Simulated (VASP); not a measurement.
A run of VASP 6.6.1 is set up as follows.

INCAR

```
PREC     = Accurate       # precision mode
ENCUT    = 520            # plane-wave cutoff, eV
EDIFF    = 1E-6           # SCF threshold, eV
ISMEAR   = 0              # smearing method
SIGMA    = 0.1            # smearing width, eV
LREAL    = False          # projectors in reciprocal space
LASPH    = True           # aspherical terms in the spheres
NELM     = 100            # most SCF steps
ALGO     = Normal         # electronic algorithm
ISIF     = 2              # what is computed and relaxed
LWAVE    = False          # write WAVECAR
LCHARG   = False          # write CHGCAR
GGA      = PE             # functional
IVDW     = 12             # dispersion correction
NBANDS   = 16             # bands
```

Contents of KPOINTS:

```
Automatic mesh
0
Gamma
  6 6 2
```

POSCAR

```
Al2H2Cl
1.0
    3.2384523721      0.0000000029      0.0000000000
   -1.6192261886      2.8045820217      0.0000000000
    0.0000000000      0.0000000000      8.0993323405
Al H Cl
2 2 1
Direct
    0.0000000000      0.0000000000      0.4388343523
    0.0000000000      0.0000000000      0.7513158427
    0.0000000000      0.0000000000     -0.0516749509
    0.3333333333      0.6666666667      0.7421157799
    0.3333333333      0.6666666667      0.2392244059
```

Potentials or basis: VASP PAW PBE potentials, release 64 (Al, H, Cl).

Run with:

```sh
$ cat potpaw_PBE.64/Al/POTCAR potpaw_PBE.64/H/POTCAR potpaw_PBE.64/Cl/POTCAR > POTCAR
$ mpirun -np 1 vasp_std > vasp.out
```

Question: Estimate the dispersion energy per atom.

Answer: -0.166 eV.

Question: What does it give for the largest force?

Answer: 0.023 eV/Å.

Question: Estimate the pressure.

Answer: -0.1 GPa.

Stress tensor (GPa, compression positive):
```
-0.15  0.00  0.00
 0.00 -0.15  0.00
 0.00  0.00  0.00
```

Caveat: the k points lie up to 0.39 Å⁻¹ apart; an odd number of electrons without spin polarisation forces a metal; a magnetic or distorted state may lie lower; pairwise dispersion overbinds metals, which lowers pressure and volume.
